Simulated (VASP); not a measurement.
Here is a VASP 6.6.1 calculation.

INCAR

```
SYSTEM = Sb
  PREC = Accurate
  ENCUT = 520
  EDIFF = 1E-6
  ISMEAR = 0
  SIGMA = 0.2
  LREAL = .FALSE.
  LASPH = .TRUE.
  NELM = 100
  ALGO = Normal
  ISIF = 2
  LWAVE = .FALSE.
  LCHARG = .FALSE.
  GGA = CA
  NBANDS = 12
```

Contents of KPOINTS:

```
regular mesh
0
G
  9 9 9
  0 0 0
```

Contents of POSCAR:

```
Sb
1.0
    2.1456002536      1.2387628840      3.6587425366
   -2.1456002536      1.2387628840      3.6587425366
    0.0000000000     -2.4775257680      3.6587425366
Sb
2
Direct
    0.2359371474      0.2359371474      0.2359371474
    0.7640628526      0.7640628526      0.7640628526
```

Potentials or basis: VASP PAW LDA potentials, release 64 (Sb).

The run is started by

```bash
$ cat potpaw_LDA.64/Sb/POTCAR > POTCAR
$ mpirun -np 1 vasp_std > vasp.out
```

Question: What does it give for the largest force?

Answer: 0.051 eV/Å.

Question: Estimate the pressure.

Answer: 0.3 GPa.

Question: Estimate the band gap on the k mesh.

Answer: 0.02 eV, indirect (least direct gap 0.44 eV).

Stress tensor (GPa, compression positive):
```
0.34 0.00 0.00
0.00 0.34 0.00
0.00 0.00 0.23
```

Caveat: spin-orbit coupling is left out, which moves the levels of the heavy elements. A k mesh can miss the band edges.
